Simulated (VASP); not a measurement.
Runs of VASP 6.6.1 on Ru. The structure is that of space group P6_3/mmc (No. 194), or close to it. The cells are those of the table. 

| cell | k mesh | gap on the mesh (eV) | pressure (GPa) |
| --- | --- | --- | --- |
| a = 2.689, b = 2.689, c = 4.252 Å, angles 90.0, 90.0, 120.0°, 2 atoms | 24 × 24 × 12 | none | 0.0 |
| a = 2.609, b = 2.609, c = 4.328 Å, angles 90.0, 90.0, 120.0°, 2 atoms | 24 × 24 × 12 | none | 17.0 |
| a = 2.636, b = 2.636, c = 4.297 Å, angles 90.0, 90.0, 120.0°, 2 atoms | 24 × 24 × 12 | none | 11.2 |
| a = 2.708, b = 2.708, c = 4.268 Å, angles 90.0, 90.0, 120.0°, 2 atoms | 6 × 6 × 4 | none | (a) |
| a = 2.636, b = 2.636, c = 4.303 Å, angles 90.0, 90.0, 120.0°, 2 atoms | 24 × 24 × 12 | none | 10.6 |
| a = 2.689, b = 2.689, c = 4.252 Å, angles 90.0, 90.0, 120.0°, 2 atoms | 18 × 18 × 10 | none | (b) |
| a = 2.708, b = 2.708, c = 4.268 Å, angles 90.0, 90.0, 120.0°, 2 atoms | 9 × 9 × 4 | none | -5.6 |

Alike in all rows: task single point; level PBEsol; potentials or basis VASP PAW PBE potentials, release 64 (Ru_pv); no spin polarisation; cutoff (eV) 520; smearing gaussian 0.1 eV.

**Question.** Estimate the missing entries.

**Answer.** (a) -5.0; (b) -0.1.

Caveats: some runs use coarse meshes; the PAW data sets were made with another functional, which shifts forces and pressure a little.

A k mesh can miss the band edges, and the runs leave out spin-orbit coupling on Ru.

A gap of «none» marks levels without a gap at the run's occupations.
